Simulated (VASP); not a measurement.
A run of VASP 6.6.1 is set up as follows.

Contents of INCAR:

```
PREC = Accurate
ENCUT = 600
EDIFF = 1E-6
ISMEAR = -1
SIGMA = 0.05
LREAL = False
LASPH = True
NELM = 80
ALGO = Normal
ISIF = 3
LWAVE = False
LCHARG = False
GGA = PE
IBRION = 2
NSW = 50
EDIFFG = -0.02
```

File KPOINTS:

```
Automatic mesh
0
Gamma
  12 12 12
```

File POSCAR:

```
Li
1.0
    3.5100000000      0.0000000000      0.0000000000
    0.0000000000      3.5100000000      0.0000000000
    0.0000000000      0.0000000000      3.5100000000
Li
2
Direct
    0.0000000000      0.0000000000      0.0000000000
    0.5000000000      0.5000000000      0.5000000000
```

Potentials or basis: VASP PAW PBE potentials, release 64 (Li_sv).

Run with:

```bash
$ cat potpaw_PBE.64/Li_sv/POTCAR > POTCAR
$ mpirun -np 1 vasp_std > vasp.out
```

Predict the band gap on the k mesh.

zero (band 3 reaches 4.02 eV, above the bottom of band 4 at -0.52 eV).

What does it give for the relaxed volume?

20.21 Å³/atom.

Estimate the relaxed cell.

a = 3.432 Å, b = 3.432 Å, c = 3.432 Å, α = 90.00°, β = 90.00°, γ = 90.00°.

Predict the space group after relaxing (to 0.05 Å).

Im-3m (No. 229).

Final structure:
```
Li
1.0
     3.43215    0.00000    0.00000
     0.00000    3.43215    0.00000
     0.00000    0.00000    3.43215
Li
2
Direct
  0.00000 0.00000 0.00000
  0.50000 0.50000 0.50000
```

Caveat: the cutoff is under 1.25 times the usual one of these potentials, so pressure, stress and relaxed cells hold a basis-set (Pulay) error.
